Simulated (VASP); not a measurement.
**GaAs: vibrations by perturbation theory with PBE**

The system is GaAs.

```
CELL_PARAMETERS angstrom
0.00000 2.71004 2.71004
2.71004 0.00000 2.71004
2.71004 2.71004 0.00000
ATOMIC_POSITIONS crystal
Ga 0.00000 0.00000 0.00000
As 0.75000 0.75000 0.75000
```

* Program: VASP 6.6.1
* Task: vibrations by perturbation theory
* Functional: PBE
* Potentials or basis: VASP PAW PBE potentials, release 64 (Ga_d, As)
* Cutoff: 520 eV
* k mesh: 12 × 12 × 12
* Occupations: gaussian, width 0.01 eV
* Spin: no spin polarisation
* Dipole correction: no
* Further INCAR settings: ALGO = Normal; EDIFF = 1e-08; NBANDS = 16; IBRION = 8; NSW = 1

```
Electronic dielectric tensor (diagonal)                 : 11.75
Born charges (mean of the diagonal)                     : Ga +1.90; As -1.90 e
Highest phonon frequency at Γ, LO-TO splitting left out : 311 cm⁻¹
```

Phonon frequencies in cm⁻¹ (negative: imaginary):
| q point | frequencies |
| --- | --- |
| (0.000, 0.000, 0.000) | 0 0 0 311 311 311 |

Electronic dielectric tensor:
```
11.75  0.00  0.00
 0.00 11.75  0.00
 0.00  0.00 11.75
```

Born effective charge tensors (e):
atom 1, Ga
```
1.90 0.00 0.00
0.00 1.90 0.00
0.00 0.00 1.90
```
atom 2, As
```
-1.90  0.00  0.00
 0.00 -1.90  0.00
 0.00  0.00 -1.90
```

Run time: 24 min on 1 thread of Intel(R) Xeon(R) Platinum 8375C CPU @ 2.90GHz (Ice Lake) (shared host), peak memory 0.52 GiB.

Caveat: the cell stands under pressure or tension, which shifts response properties.
